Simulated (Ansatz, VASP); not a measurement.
**B: VASP beside Ansatz**

```
B
1.0
     1.74553    0.00000    0.00000
    -0.87276    1.51167    0.00000
     0.00000    0.00000   11.02557
B
2
Direct
  0.33333 0.66667 0.25000
  0.66667 0.33333 0.75000
```

Alike in both runs: task single point; functional revPBE; k mesh 23 × 23 × 4; occupations fermi-dirac, width 0.1 eV; no spin polarisation.

```csv
,VASP,Ansatz
version,VASP 6.6.1,Ansatz 0.2.0
potentials or method,"VASP PAW PBE potentials, release 64 (B), cutoff 520 eV","plane waves (420 eV) with PAW, scalar-relativistic"
valence electrons in the cell,6,6
```

|  | VASP | Ansatz | Ansatz less VASP |
| --- | --- | --- | --- |
| pressure (GPa) | -5.5 | -5.3 | +0.12 |
| traceless stress, the component that is largest in VASP (GPa) | 5.43 | 5.40 | -0.031 |

VASP's potentials were made for PBE, not for revPBE.
